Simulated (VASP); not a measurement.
# Ba (Fm-3m) in VASP: single point with PBEsol

Aim: the single point of Ba with PBEsol.

Program: VASP 6.6.1. These are calculated values, not measurements. Logs are shortened: lines on timing, memory, paths and dates and some standing lists are left out, and cuts for length are marked.

**1. The cell of the first run**

It takes space group Fm-3m (No. 225, cubic). The conventional cell has a = 6.170 Å, b = 6.170 Å, c = 6.170 Å, α = 90.00°, β = 90.00°, γ = 90.00°. Ba (site symmetry m-3m) has 12 Ba at 4.36 Å within 5.7 Å.

**2. Single point, PBEsol**

Input file INCAR:

```
SYSTEM = Ba
PREC     = Accurate       ! precision mode
ENCUT    = 520            ! plane-wave cutoff, eV
EDIFF    = 1E-6           ! SCF threshold, eV
ISMEAR   = -1             ! smearing method
SIGMA    = 0.13605693000000002 ! smearing width, eV
LREAL    = .FALSE.        ! projectors in reciprocal space
LASPH    = .TRUE.         ! aspherical terms in the spheres
NELM     = 100            ! most SCF steps
ALGO     = Normal         ! electronic algorithm
ISIF     = 2              ! what is computed and relaxed
LWAVE    = .FALSE.        ! write WAVECAR
LCHARG   = .TRUE.         ! write CHGCAR
GGA      = PS             ! functional
LELF     = .TRUE.         ! ELF
LVHAR    = .TRUE.       
NBANDS   = 11             ! bands
```

Input file KPOINTS:

```
Automatic mesh
0
G
  9 9 9
  0 0 0
```

Input file POSCAR:

```
Ba
1.0
    0.0000000000      3.0848725372      3.0848725372
    3.0848725372      0.0000000000      3.0848725372
    3.0848725372      3.0848725372      0.0000000000
Ba
1
Direct
    0.0000000000      0.0000000000      0.0000000000
```

Potentials or basis: VASP PAW PBE potentials, release 64 (Ba_sv).

Started as:

```console
$ cat potpaw_PBE.64/Ba_sv/POTCAR > POTCAR
$ mpirun -np 1 vasp_std > vasp.out
```

OUTCAR:

```text
SYSTEM = Ba
   PREC = Accurate
   ENCUT = 520
   EDIFF = 1E-6
   ISMEAR = -1
   LREAL = .FALSE.
   LASPH = .TRUE.
   NELM = 100
   ISIF = 2
   GGA = PS

 ion  position               nearest neighbor table
   1  0.000  0.000  0.000-

  LATTYP: Found a face centered cubic cell.
 ALAT       =     6.1697450744

  Lattice vectors:

 A1 = (   0.0000000000,   3.0848725372,   3.0848725372)
 A2 = (   3.0848725372,   0.0000000000,   3.0848725372)
 A3 = (   3.0848725372,   3.0848725372,   0.0000000000)

Analysis of symmetry for initial positions (statically):
=====================================================================
 Subroutine PRICEL returns:
 Original cell was already a primitive cell.

 Routine SETGRP: Setting up the symmetry group for a
 face centered cubic supercell.

 Subroutine GETGRP returns: Found 48 space group operations
 (whereof 48 operations were pure point group operations)
 out of a pool of 48 trial point group operations.

The static configuration has the point symmetry O_h .

Analysis of symmetry for dynamics (positions and initial velocities):
=====================================================================
 Subroutine PRICEL returns:
 Original cell was already a primitive cell.

 Routine SETGRP: Setting up the symmetry group for a
 face centered cubic supercell.

 Subroutine GETGRP returns: Found 48 space group operations
 (whereof 48 operations were pure point group operations)
 out of a pool of 48 trial point group operations.

The dynamic configuration has the point symmetry O_h .

 Subroutine INISYM returns: Found 48 space group operations
 (whereof 48 operations are pure point group operations),
 and found     1 'primitive' translations

----------------------------------------------------------------------------------------

                                     Primitive cell

  volume of cell :      58.7140

  direct lattice vectors                    reciprocal lattice vectors
     0.000000000  3.084872537  3.084872537    -0.162081251  0.162081251  0.162081251
     3.084872537  0.000000000  3.084872537     0.162081251 -0.162081251  0.162081251
     3.084872537  3.084872537  0.000000000     0.162081251  0.162081251 -0.162081251

  length of vectors
     4.362668580  4.362668580  4.362668580     0.280732962  0.280732962  0.280732962

  position of ions in fractional coordinates (direct lattice)
     0.000000000  0.000000000  0.000000000

  ion indices of the primitive-cell ions
   primitive index   ion index
                 1           1

----------------------------------------------------------------------------------------

 KPOINTS: Automatic mesh

Automatic generation of k-mesh.
 Grid dimensions read from file:
 generate k-points for:    9    9    9

 Generating k-lattice:

  Cartesian coordinates                     Fractional coordinates (reciprocal lattice)
    -0.018009028  0.018009028  0.018009028     0.111111111  0.000000000  0.000000000
     0.018009028 -0.018009028  0.018009028     0.000000000  0.111111111  0.000000000
     0.018009028  0.018009028 -0.018009028     0.000000000  0.000000000  0.111111111

  Length of vectors
     0.031192551  0.031192551  0.031192551

  Shift w.r.t. Gamma in fractional coordinates (k-lattice)
     0.000000000  0.000000000  0.000000000

 Subroutine IBZKPT returns following result:
 ===========================================

 Found     35 irreducible k-points:

 Following reciprocal coordinates:
            Coordinates               Weight
  0.000000  0.000000  0.000000      1.000000
  0.111111  0.000000  0.000000      8.000000
  0.222222  0.000000  0.000000      8.000000
  0.333333  0.000000  0.000000      8.000000
  0.444444  0.000000  0.000000      8.000000
  0.111111  0.111111  0.000000      6.000000
[... 16 lines left out ...]
 -0.333333  0.333333  0.000000     12.000000
  0.444444  0.444444  0.000000      6.000000
 [... further k-points ...]
   k-points           NKPTS =     35   k-points in BZ     NKDIM =     35   number of bands    NBANDS=     11
   number of dos      NEDOS =    301   number of ions     NIONS =      1
   total plane-waves  NPLWV =  32768
   dimension x,y,z NGX =    32 NGY =   32 NGZ =   32
   dimension x,y,z NGXF=    64 NGYF=   64 NGZF=   64
   ions per type =               1
   NGX,Y,Z   is equivalent  to a cutoff of  12.19, 12.19, 12.19 a.u.
   NGXF,Y,Z  is equivalent  to a cutoff of  24.39, 24.39, 24.39 a.u.
 SYSTEM =  Ba
   PREC   = accura    normal or accurate (medium, high low for compatibility)
   ISTART =      0    job   : 0-new  1-cont  2-samecut
   ICHARG =      2    charge: 1-file 2-atom 10-const
   ISPIN  =      1    spin polarized calculation?
   LNONCOLLINEAR =      F non collinear calculations
   LSORBIT =      F    spin-orbit coupling
   LASPH  =      T    aspherical Exc in radial PAW
   ENCUT  =  520.0 eV  38.22 Ry    6.18 a.u.   8.11  8.11  8.11*2*pi/ulx,y,z
   NELM   =    100;   NELMIN=  2; NELMDL= -5     # of ELM steps
   EDIFF  = 0.1E-05   stopping-criterion for ELM
   LREAL  =      F    real-space projection
   EDIFFG = 0.1E-04   stopping-criterion for IOM
   NSW    =      0    number of steps for IOM
   IBRION =     -1    ionic relax: 0-MD 1-quasi-New 2-CG
   NFREE  =      0    steps in history (QN), initial steepest desc. (CG)
   ISIF   =      2    stress and relaxation
   ISYM   =      2    0-nonsym 1-usesym 2-fastsym
   POTIM  = 0.5000    time-step for ionic-motion
   TEBEG  =    0.0;   TEEND  =   0.0 temperature during run
   PSTRESS=    0.0 pullay stress
   NELECT =      10.0000    total number of electrons
   NUPDOWN=      -1.0000    fix difference up-down
   EMIN   =  10.00;   EMAX   =-10.00  energy-range for DOS
   EFERMI =   0.00;   METHOD = LEGACY
   ISMEAR =    -1;   SIGMA  =   0.14  broadening in eV -4-tet -1-fermi 0-gaus
   EFERMI_NEDOS =   21; number of points for ismear=-14 and -15
   IALGO  =     38    algorithm
   IMIX   =      4    mixing-type and parameters
     AMIX     =   0.40;   BMIX     =  1.00
     AMIX_MAG =   1.60;   BMIX_MAG =  1.00
  volume/ion in A,a.u.               =      58.71       396.22
  Fermi-wavevector in a.u.,A,eV,Ry     =   0.907460  1.714851 11.204181  0.823484
  Thomas-Fermi vector in A             =   2.031270
   LORBIT       =      0    0 simple, 1 ext, 2 COOP (PROOUT), +10 PAW based schemes
   GGA     = PS    functional components
   LHFCALC =     F    Hartree Fock is set to
   AEXX    =    0.0000 exact exchange contribution
   IVDW    =     0    specifies the selected vdW correction
   LEPSILON=     F    determine dielectric tensor
   LRPA    =     F    only Hartree local field effects (RPA)
 non-spin polarized calculation
  energy-cutoff  :      520.00
  volume of cell :       58.71
 maximum number of plane-waves:      1596
   NGX = 17   NGY = 17   NGZ = 17

 number of electron      10.0000000 magnetization

 Free energy of the ion-electron system (eV)
  ---------------------------------------------------
  ext. energy  EPLUGINS =         0.00000000
  ---------------------------------------------------
  free energy    TOTEN  =        -2.18185939 eV

  energy without entropy =       -2.08000041  energy(sigma->0) =       -2.13092990

 E-fermi :   1.7991     XC(G=0):  -7.7357

 val. band max:        1.7924641285   @ k =  -0.3333   0.3333   0.0000
 cond. band min:       1.8080840965   @ k =  -0.4444   0.4444   0.1111
 fundamental gap:      0.0156199680
 Fermi energy:         1.7990641230

 k-point     1 :       0.0000    0.0000    0.0000
  band No.  band energies     occupation
      1     -26.9347      2.00000
      2     -11.8273      2.00000
      3     -11.8273      2.00000
      4     -11.8273      2.00000
      5      -1.0301      2.00000
      6       3.6465      0.00000
      7       3.6465      0.00000
      8       3.6465      0.00000
      9       5.3586      0.00000
     10       5.3586      0.00000
     11       7.9685      0.00000

 k-point     2 :       0.1111    0.0000    0.0000
  band No.  band energies     occupation
      1     -26.9283      2.00000
      2     -11.9012      2.00000
      3     -11.8363      2.00000
      4     -11.8363      2.00000
      5      -0.7940      2.00000
      6       3.3752      0.00002
      7       3.7543      0.00000
      8       3.7543      0.00000
      9       5.2119      0.00000
     10       5.2119      0.00000
     11       8.5018      0.00000

 k-point     3 :       0.2222    0.0000    0.0000
  band No.  band energies     occupation
      1     -26.9120      2.00000
      2     -12.0813      2.00000
      3     -11.8591      2.00000
      4     -11.8591      2.00000
      5      -0.1855      2.00000
      6       2.9238      0.00051
      7       3.8602      0.00000
      8       3.8602      0.00000
      9       5.1915      0.00000
     10       5.1915      0.00000
     11       8.3529      0.00000

 k-point     4 :       0.3333    0.0000    0.0000
  band No.  band energies     occupation
      1     -26.8933      2.00000
      2     -12.2751      2.00000
      3     -11.8846      2.00000
      4     -11.8846      2.00000
      5       0.4692      1.99989
      6       2.7729      0.00156
      7       3.6846      0.00000
      8       3.6846      0.00000
      9       5.7834      0.00000
     10       5.7834      0.00000
     11       7.7757      0.00000
[... 239 lines left out ...]
 k-point    22 :      -0.4444    0.3333    0.0000
  band No.  band energies     occupation
      1     -26.8639      2.00000
      2     -12.3045      2.00000
      3     -12.1237      2.00000
      4     -11.9955      2.00000
      5       1.3814      1.91126
      6       1.9509      0.49341
      7       3.2878      0.00004
      8       5.1053      0.00000
      9       6.6008      0.00000
     10       6.6585      0.00000
     11       8.0072      0.00000

 k-point    23 :      -0.3333    0.3333    0.0000
  band No.  band energies     occupation
      1     -26.8657      2.00000
      2     -12.2237      2.00000
      3     -12.2183      2.00000
      4     -11.9634      2.00000
      5       1.7925      1.02425
      6       2.0543      0.26572
      7       2.9484      0.00043
      8       4.6834      0.00000
      9       5.9626      0.00000
     10       6.3436      0.00000
     11       9.3500      0.00000

 k-point    24 :       0.4444    0.4444    0.0000
  band No.  band energies     occupation
      1     -26.8635      2.00000
      2     -12.3590      2.00000
      3     -12.0294      2.00000
      4     -12.0294      2.00000
      5       0.9172      1.99694
      6       1.5953      1.63438
      7       3.9908      0.00000
      8       6.5986      0.00000
      9       6.5986      0.00000
     10       6.6474      0.00000
     11       8.3777      0.00000

 [... further k-points ...]

------------------------ aborting loop because EDIFF is reached ----------------------------------------

  FORCE on cell =-STRESS in cart. coord.  units (eV):
  Direction    XX          YY          ZZ          XY          YZ          ZX
  --------------------------------------------------------------------------------------
  -------------------------------------------------------------------------------------
  Total        0.0310966      0.0310966      0.0310966     -0.0000000     -0.0000000     -0.0000000
  in kB        0.8485578      0.8485578      0.8485578     -0.0000000     -0.0000000     -0.0000000
  external PRESSURE =       0.8485578 kB  Pullay stress =       0.0000000 kB

 VOLUME and BASIS-vectors are now :
 -----------------------------------------------------------------------------
  energy-cutoff  :      520.00
  volume of cell :       58.71
      direct lattice vectors                 reciprocal lattice vectors
     0.000000000  3.084872537  3.084872537    -0.162081251  0.162081251  0.162081251
     3.084872537  0.000000000  3.084872537     0.162081251 -0.162081251  0.162081251
     3.084872537  3.084872537  0.000000000     0.162081251  0.162081251 -0.162081251

 POSITION                                       TOTAL-FORCE (eV/Angst)
 -----------------------------------------------------------------------------------
      0.00000      0.00000      0.00000         0.000000      0.000000      0.000000
 -----------------------------------------------------------------------------------
    total drift:                                0.000000      0.000000      0.000000

  FREE ENERGIE OF THE ION-ELECTRON SYSTEM (eV)
  ---------------------------------------------------
  free  energy   TOTEN  =        -2.1818593916 eV

  energy  without entropy=       -2.0800004133  energy(sigma->0) =       -2.13092990
```

It took 13 s on 1 thread of Intel Xeon Platinum 8488C (Sapphire Rapids), shared host; peak memory 0.18 GiB.

What came out:

- Free energy: -2.1819 eV
- Pressure: 0.1 GPa
- Band gap on the k mesh: zero (band 5 reaches 1.90 eV, above the bottom of band 6 at 1.60 eV)

Caveat: the PAW data sets were made with another functional, which shifts forces and pressure a little; spin-orbit coupling is left out, which moves the levels of the heavy elements.
